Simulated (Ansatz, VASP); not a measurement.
**Two plane-wave programs on Ba2CuSO2**

```
Ba Cu S O
1.0
     4.09899    0.00000    0.00000
     0.00000    4.09899    0.00000
     0.00000    0.00000    7.59238
Ba Cu S O
2 1 1 2
Direct
  0.50000 0.50000 0.75746
  0.50000 0.50000 0.24254
  0.00000 0.00000 0.50000
  0.00000 0.00000 0.00000
  0.00000 0.50000 0.50000
  0.50000 0.00000 0.50000
```

Alike in both runs: task single point; functional PBEsol; dispersion D3(BJ); k mesh 6 × 6 × 3; occupations fermi-dirac, width 0.1 eV; no spin polarisation.

```csv
,VASP,Ansatz
version,VASP 6.6.1,Ansatz 0.2.0
potentials or method,"VASP PAW PBE potentials, release 64 (Ba_sv, Cu_sv_GW, S, O), cutoff 820 eV","plane waves, PAW"
valence electrons in the cell,57,57
```

```csv
,VASP,Ansatz,Ansatz less VASP
pressure (GPa),-9.7,-10.5,-0.78
"traceless stress, the component that is largest in VASP (GPa)",1.04,0.84,-0.201
```

VASP's potentials were made for PBE, not for PBEsol.

Neither program's run includes spin-orbit coupling.
